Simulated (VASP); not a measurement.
A run of VASP 6.6.1 is set up as follows.

INCAR

```
  PREC = Accurate
  ENCUT = 520
  EDIFF = 1E-6
  ISMEAR = -1
  SIGMA = 0.05
  LREAL = False
  LASPH = True
  NELM = 60
  ALGO = Normal
  ISIF = 2
  LWAVE = False
  LCHARG = False
  GGA = PE
  NBANDS = 26
```

File KPOINTS:

```
Automatic mesh
0
Gamma
  8 8 5
```

The input POSCAR:

```
Cu2As3
1.0
    4.0024973849      0.0000000000      0.0000000000
   -2.0012486925      3.4662644140      0.0000000000
    0.0000000000      0.0000000000      6.0079017479
As Cu
3 2
Direct
    0.6666666667      0.3333333333      0.6493380000
    0.3333333333      0.6666666667      0.3506620000
    0.0000000000      0.0000000000      0.0000000000
    0.6666666667      0.3333333333      0.2169690000
    0.3333333333      0.6666666667      0.7830310000
```

Potentials or basis: VASP PAW PBE potentials, release 64 (As, Cu).

Command:

```sh
$ cat potpaw_PBE.64/As/POTCAR potpaw_PBE.64/Cu/POTCAR > POTCAR
$ mpirun -np 1 vasp_std > vasp.out
```

What does it give for the largest force?

0.141 eV/Å.

Estimate the pressure.

5.4 GPa.

Stress tensor (GPa, compression positive):
```
5.31 0.00 0.00
0.00 5.31 0.00
0.00 0.00 5.70
```
